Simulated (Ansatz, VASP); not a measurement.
Two plane-wave programs on Zn

File INCAR:

```
SYSTEM = Zn
  PREC = Accurate
  ENCUT = 520
  EDIFF = 1E-6
  ISMEAR = 0
  SIGMA = 0.15
  LREAL = .False.
  LASPH = .True.
  NELM = 60
  ALGO = Fast
  ISIF = 2
  LWAVE = .False.
  LCHARG = .False.
  GGA = PE
  NBANDS = 12
```

The input KPOINTS:

```
regular mesh
0
Gamma
  22 22 22
  0 0 0
```

POSCAR

```
Zn
1.0
   -0.7408133897      1.7368233652      1.7368233652
    1.7368233652     -0.7408133897      1.7368233652
    1.7368233652      1.7368233652     -0.7408133897
Zn
1
Direct
    0.0000000000      0.0000000000      0.0000000000
```

Input for Ansatz:

```yaml
crystal:
  lattice:
    - [-0.7408133897, 1.7368233652, 1.7368233652]
    - [1.7368233652, -0.7408133897, 1.7368233652]
    - [1.7368233652, 1.7368233652, -0.7408133897]
  atoms:
    - { symbol: Zn, position: [0.0, 0.0, 0.0] }
basis:
  ecutwfc: 520.0
kpoints:
  mp_grid: { grid: [22, 22, 22] }
hamiltonian:
  xc: pbe
scf:
  occupations: { method: gaussian, width: 0.15 }
output:
  forces: true
  stress: true
  eigenvalues: true
  write_density: true
  write_potential: true
  elf: true
  volumetric_format: npy
```

Alike in both runs: task single point; functional PBE; k mesh 22 × 22 × 22; occupations gaussian, width 0.15 eV; no spin polarisation.

```csv
,VASP,Ansatz
version,VASP 6.6.1,Ansatz 0.2.0
potentials or method,"VASP PAW PBE potentials, release 64 (Zn), cutoff 520 eV","scalar-relativistic, plane waves, PAW"
valence electrons in the cell,12,12
```

Ansatz gave:

| Quantity | Value |
| --- | --- |
| gap on the k mesh at the Fermi level (eV) | none |
| pressure (GPa) | 4.3 |
| traceless stress, the component that is largest in VASP (GPa) | 1.06 |

Problem. Estimate VASP's values.

Solution. gap on the k mesh at the Fermi level (eV): none; pressure (GPa): 4.6; traceless stress, the component that is largest in VASP (GPa): 1.08.

A gap of «none» marks a metal or a gap that the smearing closes.
